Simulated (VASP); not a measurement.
Input of a VASP 6.6.1 run:

Contents of INCAR:

```
  PREC = Accurate
  ENCUT = 600
  EDIFF = 1E-8
  ISMEAR = -1
  SIGMA = 0.08
  LREAL = F
  LASPH = T
  NELM = 100
  ALGO = Normal
  ISIF = 3
  LWAVE = F
  LCHARG = F
  GGA = PS
  IBRION = 6
  NFREE = 2
  POTIM = 0.015
  NSW = 1
```

File KPOINTS:

```
Automatic mesh
0
Gamma
  22 22 22
```

File POSCAR:

```
Pd
1.0
    0.0000000000      1.9385959224      1.9385959224
    1.9385959224      0.0000000000      1.9385959224
    1.9385959224      1.9385959224      0.0000000000
Pd
1
Direct
    0.0000000000      0.0000000000      0.0000000000
```

Potentials or basis: VASP PAW PBE potentials, release 64 (Pd).

Launch:

```bash
$ cat potpaw_PBE.64/Pd/POTCAR > POTCAR
$ mpirun -np 1 vasp_std > vasp.out
```

Task: What does it give for the elastic constants C11, C12, C44?

Result: 243, 182, 83 GPa.

Task: Predict the Voigt bulk modulus.

Result: 203 GPa.

Elastic tensor in Voigt notation (GPa, in the Cartesian axes of the cell as first typed):
```
243 182 182   0   0   0
182 243 182   0   0   0
182 182 243   0   0   0
  0   0   0  83   0   0
  0   0   0   0  83   0
  0   0   0   0   0  83
```

Caveat: the PAW data sets were made with another functional, which shifts forces and pressure a little.
